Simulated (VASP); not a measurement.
# K2Cd: single point with PBE

The system is K2Cd.

```xyz
3
Lattice="0.0000 4.1200 0.0000 4.1200 0.0000 0.0000 2.0600 2.0600 -7.4504" Properties=species:S:1:pos:R:3 pbc="T T T"
K     2.0600    2.0600   -1.9371
K     4.1200    4.1200   -5.5133
Cd    0.0000    0.0000    0.0000
```

```json
{
  "Program": "VASP 6.6.1",
  "Task": "single point",
  "Functional": "PBE",
  "Potentials or basis": "VASP PAW PBE potentials, release 64 (K_sv, Cd)",
  "Cutoff": "520 eV",
  "k mesh": "9 × 9 × 9",
  "Occupations": "fermi-dirac, width 0.1 eV",
  "Spin": "no spin polarisation",
  "Dipole correction": "no",
  "k mesh for the DOS": "14 × 14 × 14",
  "Occupations for the DOS": "tetrahedron",
  "Further INCAR settings": "ALGO = Normal; EDIFF = 1e-06"
}
```

* Valence electrons inside the program's atomic spheres: K 7.57; Cd 10.32

Levels at points of the mesh, in eV from the Fermi level:
| k point | band 11 | band 12 | band 13 | band 14 | band 15 | band 16 | band 17 | band 18 | band 19 |
| --- | --- | --- | --- | --- | --- | --- | --- | --- | --- |
| (0.00, 0.00, 0.00) | -8.89 | -8.89 | -8.86 | -4.79 | -0.80 | -0.44 | 3.27 | 3.35 | 3.48 |
| (0.50, 0.00, 0.00) | -8.90 | -8.89 | -8.84 | -3.32 | -1.13 | 0.49 | 0.80 | 2.30 | 2.99 |
| (0.50, 0.50, 0.00) | -8.93 | -8.87 | -8.77 | -2.31 | 0.04 | 0.05 | 0.68 | 2.40 | 2.42 |
| (0.00, 0.00, 0.50) | -8.89 | -8.89 | -8.86 | -4.66 | -1.97 | 1.97 | 2.22 | 2.90 | 3.45 |

Wall time 7.3 min on 1 thread of Intel(R) Xeon(R) Platinum 8259CL CPU @ 2.50GHz (Skylake/Cascade Lake), with other jobs on the host, peak memory 0.66 GiB.
